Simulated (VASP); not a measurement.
# BAs (boron arsenide) (F-43m) in VASP: notebook

Runs on BAs (boron arsenide). Level: PBE. Tasks: single point, relaxation of cell and atoms.

Program: VASP 6.6.1. These are calculated values, not measurements. Logs are shortened: lines on timing, memory, paths and dates and some standing lists are left out, and cuts for length are marked.

### Step 1. The cell of the first run

It takes space group F-43m (No. 216, cubic). The conventional cell has a = 4.809 Å, b = 4.809 Å, c = 4.809 Å, α = 90.00°, β = 90.00°, γ = 90.00°. B (site symmetry -43m) has 4 As at 2.08 Å within 2.8 Å. Within 2.8 Å of As (site symmetry -43m) lie 4 B at 2.08 Å.

### Step 2. Single point, PBE

File INCAR:

```
SYSTEM = BAs
  PREC = Accurate
  ENCUT = 520
  EDIFF = 1E-6
  ISMEAR = 0
  SIGMA = 0.01
  LREAL = .FALSE.
  LASPH = .TRUE.
  NELM = 60
  ALGO = Normal
  ISIF = 2
  LWAVE = .FALSE.
  LCHARG = .TRUE.
  GGA = PE
  LELF = .TRUE.
  LVHAR = .TRUE.
  NBANDS = 11
```

File KPOINTS:

```
regular mesh
0
G
  12 12 12
  0 0 0
```

File POSCAR:

```
BAs
1.0
    0.0000000000      2.4046197312      2.4046197312
    2.4046197312      0.0000000000      2.4046197312
    2.4046197312      2.4046197312      0.0000000000
B As
1 1
Direct
    0.0000000000      0.0000000000      0.0000000000
    0.2500000000      0.2500000000      0.2500000000
```

Potentials or basis: VASP PAW PBE potentials, release 64 (B, As).

The run is started by

```bash
> cat potpaw_PBE.64/B/POTCAR potpaw_PBE.64/As/POTCAR > POTCAR
> mpirun -np 1 vasp_std > vasp.out
```

OUTCAR:

```text
SYSTEM = BAs
   PREC = Accurate
   ENCUT = 520
   EDIFF = 1E-6
   ISMEAR = 0
   LREAL = .FALSE.
   LASPH = .TRUE.
   NELM = 60
   ISIF = 2
   GGA = PE

 ion  position               nearest neighbor table
   1  0.000  0.000  0.000-   2 2.08   2 2.08   2 2.08   2 2.08
   2  0.250  0.250  0.250-   1 2.08   1 2.08   1 2.08   1 2.08

  LATTYP: Found a face centered cubic cell.
 ALAT       =     4.8092394624

  Lattice vectors:

 A1 = (   0.0000000000,   2.4046197312,   2.4046197312)
 A2 = (   2.4046197312,   0.0000000000,   2.4046197312)
 A3 = (   2.4046197312,   2.4046197312,   0.0000000000)

Analysis of symmetry for initial positions (statically):
=====================================================================
 Subroutine PRICEL returns:
 Original cell was already a primitive cell.

 Routine SETGRP: Setting up the symmetry group for a
 face centered cubic supercell.

 Subroutine GETGRP returns: Found 24 space group operations
 (whereof 24 operations were pure point group operations)
 out of a pool of 48 trial point group operations.

The static configuration has the point symmetry T_d .

Analysis of symmetry for dynamics (positions and initial velocities):
=====================================================================
 Subroutine PRICEL returns:
 Original cell was already a primitive cell.

 Routine SETGRP: Setting up the symmetry group for a
 face centered cubic supercell.

 Subroutine GETGRP returns: Found 24 space group operations
 (whereof 24 operations were pure point group operations)
 out of a pool of 48 trial point group operations.

The dynamic configuration has the point symmetry T_d .

 Subroutine INISYM returns: Found 24 space group operations
 (whereof 24 operations are pure point group operations),
 and found     1 'primitive' translations

----------------------------------------------------------------------------------------

                                     Primitive cell

  volume of cell :      27.8080

  direct lattice vectors                    reciprocal lattice vectors
     0.000000000  2.404619731  2.404619731    -0.207933085  0.207933085  0.207933085
     2.404619731  0.000000000  2.404619731     0.207933085 -0.207933085  0.207933085
     2.404619731  2.404619731  0.000000000     0.207933085  0.207933085 -0.207933085

  length of vectors
     3.400645836  3.400645836  3.400645836     0.360150669  0.360150669  0.360150669

  position of ions in fractional coordinates (direct lattice)
     0.000000000  0.000000000  0.000000000
     0.250000000  0.250000000  0.250000000

  ion indices of the primitive-cell ions
   primitive index   ion index
                 1           1
                 2           2

----------------------------------------------------------------------------------------

 KPOINTS: regular mesh

Automatic generation of k-mesh.
 Grid dimensions read from file:
 generate k-points for:   12   12   12

 Generating k-lattice:

  Cartesian coordinates                     Fractional coordinates (reciprocal lattice)
    -0.017327757  0.017327757  0.017327757     0.083333333  0.000000000  0.000000000
     0.017327757 -0.017327757  0.017327757     0.000000000  0.083333333  0.000000000
     0.017327757  0.017327757 -0.017327757     0.000000000  0.000000000  0.083333333

  Length of vectors
     0.030012556  0.030012556  0.030012556

  Shift w.r.t. Gamma in fractional coordinates (k-lattice)
     0.000000000  0.000000000  0.000000000

 Subroutine IBZKPT returns following result:
 ===========================================

 Found     72 irreducible k-points:

 Following reciprocal coordinates:
            Coordinates               Weight
  0.000000  0.000000  0.000000      1.000000
  0.083333  0.000000  0.000000      8.000000
  0.166667  0.000000  0.000000      8.000000
  0.250000  0.000000  0.000000      8.000000
  0.333333  0.000000  0.000000      8.000000
  0.416667  0.000000  0.000000      8.000000
[... 16 lines left out ...]
  0.500000  0.166667  0.000000     24.000000
 -0.416667  0.166667  0.000000     24.000000
 [... further k-points ...]
   k-points           NKPTS =     72   k-points in BZ     NKDIM =     72   number of bands    NBANDS=     11
   number of dos      NEDOS =    301   number of ions     NIONS =      2
   total plane-waves  NPLWV =  21952
   dimension x,y,z NGX =    28 NGY =   28 NGZ =   28
   dimension x,y,z NGXF=    56 NGYF=   56 NGZF=   56
   ions per type =               1   1
   NGX,Y,Z   is equivalent  to a cutoff of  13.69, 13.69, 13.69 a.u.
   NGXF,Y,Z  is equivalent  to a cutoff of  27.38, 27.38, 27.38 a.u.
 SYSTEM =  BAs
   PREC   = accura    normal or accurate (medium, high low for compatibility)
   ISTART =      0    job   : 0-new  1-cont  2-samecut
   ICHARG =      2    charge: 1-file 2-atom 10-const
   ISPIN  =      1    spin polarized calculation?
   LNONCOLLINEAR =      F non collinear calculations
   LSORBIT =      F    spin-orbit coupling
   LASPH  =      T    aspherical Exc in radial PAW
   ENCUT  =  520.0 eV  38.22 Ry    6.18 a.u.   6.32  6.32  6.32*2*pi/ulx,y,z
   NELM   =     60;   NELMIN=  2; NELMDL= -5     # of ELM steps
   EDIFF  = 0.1E-05   stopping-criterion for ELM
   LREAL  =      F    real-space projection
   EDIFFG = 0.1E-04   stopping-criterion for IOM
   NSW    =      0    number of steps for IOM
   IBRION =     -1    ionic relax: 0-MD 1-quasi-New 2-CG
   NFREE  =      0    steps in history (QN), initial steepest desc. (CG)
   ISIF   =      2    stress and relaxation
   ISYM   =      2    0-nonsym 1-usesym 2-fastsym
   POTIM  = 0.5000    time-step for ionic-motion
   TEBEG  =    0.0;   TEEND  =   0.0 temperature during run
   PSTRESS=    0.0 pullay stress
   NELECT =       8.0000    total number of electrons
   NUPDOWN=      -1.0000    fix difference up-down
   EMIN   =  10.00;   EMAX   =-10.00  energy-range for DOS
   EFERMI =   0.00;   METHOD = LEGACY
   ISMEAR =     0;   SIGMA  =   0.01  broadening in eV -4-tet -1-fermi 0-gaus
   EFERMI_NEDOS =   21; number of points for ismear=-14 and -15
   IALGO  =     38    algorithm
   IMIX   =      4    mixing-type and parameters
     AMIX     =   0.40;   BMIX     =  1.00
     AMIX_MAG =   1.60;   BMIX_MAG =  1.00
  volume/ion in A,a.u.               =      13.90        93.83
  Fermi-wavevector in a.u.,A,eV,Ry     =   1.080725  2.042274 15.891141  1.167966
  Thomas-Fermi vector in A             =   2.216723
   LORBIT       =      0    0 simple, 1 ext, 2 COOP (PROOUT), +10 PAW based schemes
   GGA     = PE    functional components
   LHFCALC =     F    Hartree Fock is set to
   AEXX    =    0.0000 exact exchange contribution
   IVDW    =     0    specifies the selected vdW correction
   LEPSILON=     F    determine dielectric tensor
   LRPA    =     F    only Hartree local field effects (RPA)
 non-spin polarized calculation
 Gauss-broadening in eV      SIGMA  =   0.01
  energy-cutoff  :      520.00
  volume of cell :       27.81
 maximum number of plane-waves:       760
 NGX is ok and might be reduce to    28
   NGX = 13   NGY = 13   NGZ = 13

 number of electron       8.0000000 magnetization

 Free energy of the ion-electron system (eV)
  ---------------------------------------------------
  ext. energy  EPLUGINS =         0.00000000
  ---------------------------------------------------
  free energy    TOTEN  =       -11.41375186 eV

  energy without entropy =      -11.41375186  energy(sigma->0) =      -11.41375186

 E-fermi :   6.0378     XC(G=0): -10.4971

 val. band max:        5.9053451867   @ k =   0.0000   0.0000   0.0000
 cond. band min:       7.1096165067   @ k =   0.4167   0.4167   0.0000
 fundamental gap:      1.2042713200
 Fermi energy:         6.0377813751

 k-point     1 :       0.0000    0.0000    0.0000
  band No.  band energies     occupation
      1      -9.3133      2.00000
      2       5.9053      2.00000
      3       5.9053      2.00000
      4       5.9053      2.00000
      5       9.1568      0.00000
      6       9.1568      0.00000
      7       9.1568      0.00000
      8      10.3369      0.00000
      9      15.3912      0.00000
     10      18.7748      0.00000
     11      18.7748      0.00000

 k-point     2 :       0.0833    0.0000    0.0000
  band No.  band energies     occupation
      1      -9.2012      2.00000
      2       4.8742      2.00000
      3       5.6918      2.00000
      4       5.6918      2.00000
      5       9.2708      0.00000
      6       9.4382      0.00000
      7       9.4382      0.00000
      8      10.9995      0.00000
      9      15.8420      0.00000
     10      17.9302      0.00000
     11      17.9302      0.00000

 k-point     3 :       0.1667    0.0000    0.0000
  band No.  band energies     occupation
      1      -8.8690      2.00000
      2       2.9794      2.00000
      3       5.2384      2.00000
      4       5.2384      2.00000
      5       9.1130      0.00000
      6      10.0265      0.00000
      7      10.0265      0.00000
      8      12.3772      0.00000
      9      16.7886      0.00000
     10      17.1489      0.00000
     11      17.1489      0.00000

 k-point     4 :       0.2500    0.0000    0.0000
  band No.  band energies     occupation
      1      -8.3315      2.00000
      2       1.0296      2.00000
      3       4.7796      2.00000
      4       4.7796      2.00000
      5       8.8653      0.00000
      6      10.5127      0.00000
      7      10.5127      0.00000
      8      13.6603      0.00000
      9      17.0821      0.00000
     10      17.0821      0.00000
     11      17.0948      0.00000
[... 239 lines left out ...]
 k-point    22 :       0.4167    0.1667    0.0000
  band No.  band energies     occupation
      1      -7.0066      2.00000
      2      -1.0577      2.00000
      3       2.7550      2.00000
      4       3.3093      2.00000
      5       8.8114      0.00000
      6      11.3425      0.00000
      7      12.4878      0.00000
      8      12.8613      0.00000
      9      17.5580      0.00000
     10      19.6016      0.00000
     11      20.5668      0.00000

 k-point    23 :       0.5000    0.1667    0.0000
  band No.  band energies     occupation
      1      -6.3463      2.00000
      2      -2.1779      2.00000
      3       2.3043      2.00000
      4       3.3678      2.00000
      5       8.9152      0.00000
      6      11.3534      0.00000
      7      12.2148      0.00000
      8      14.1040      0.00000
      9      17.5102      0.00000
     10      20.2007      0.00000
     11      20.4781      0.00000

 k-point    24 :      -0.4167    0.1667    0.0000
  band No.  band energies     occupation
      1      -6.2229      2.00000
      2      -2.3600      2.00000
      3       2.0153      2.00000
      4       3.6099      2.00000
      5       9.0992      0.00000
      6      11.3612      0.00000
      7      11.8938      0.00000
      8      15.0115      0.00000
      9      17.3517      0.00000
     10      18.7006      0.00000
     11      20.2475      0.00000

 [... further k-points ...]
[... 5 lines left out ...]
  --------------------------------------------------------------------------------------
  -------------------------------------------------------------------------------------
  Total        0.1037086      0.1037086      0.1037086     -0.0000000      0.0000000     -0.0000000
  in kB        5.9752511      5.9752511      5.9752511     -0.0000000      0.0000000     -0.0000000
  external PRESSURE =       5.9752511 kB  Pullay stress =       0.0000000 kB

 VOLUME and BASIS-vectors are now :
 -----------------------------------------------------------------------------
  energy-cutoff  :      520.00
  volume of cell :       27.81
      direct lattice vectors                 reciprocal lattice vectors
     0.000000000  2.404619731  2.404619731    -0.207933085  0.207933085  0.207933085
     2.404619731  0.000000000  2.404619731     0.207933085 -0.207933085  0.207933085
     2.404619731  2.404619731  0.000000000     0.207933085  0.207933085 -0.207933085

 POSITION                                       TOTAL-FORCE (eV/Angst)
 -----------------------------------------------------------------------------------
      0.00000      0.00000      0.00000         0.000000      0.000000      0.000000
      1.20231      1.20231      1.20231        -0.000000     -0.000000     -0.000000
 -----------------------------------------------------------------------------------
    total drift:                               -0.000000     -0.000000     -0.000000

  FREE ENERGIE OF THE ION-ELECTRON SYSTEM (eV)
  ---------------------------------------------------
  free  energy   TOTEN  =       -11.4137518589 eV

  energy  without entropy=      -11.4137518589  energy(sigma->0) =      -11.41375186
```

Wall time 14 s (1 thread of Intel Xeon Platinum 8488C (Sapphire Rapids), shared host); peak memory 0.17 GiB.

Results:

```yaml
Free_energy: -11.4138 eV
Pressure: 0.6 GPa
Band_gap_on_the_k_mesh: 1.20 eV, indirect (least direct gap 3.25 eV)
```

Levels at points of the mesh, in eV from the valence-band top:
```tsv
k point	band 2	band 3	band 4	band 5	band 6	band 7
(0.00, 0.00, 0.00)	0.00	0.00	0.00	3.25	3.25	3.25
(0.50, 0.00, 0.00)	-8.64	-1.79	-1.79	2.57	4.76	4.76
(0.50, 0.50, 0.00)	-8.42	-4.00	-4.00	1.45	1.46	11.17
```

A k mesh can miss the band edges. PBE gaps usually lie below the measured ones, often by a third to a half.

[end of part 1 of 2]
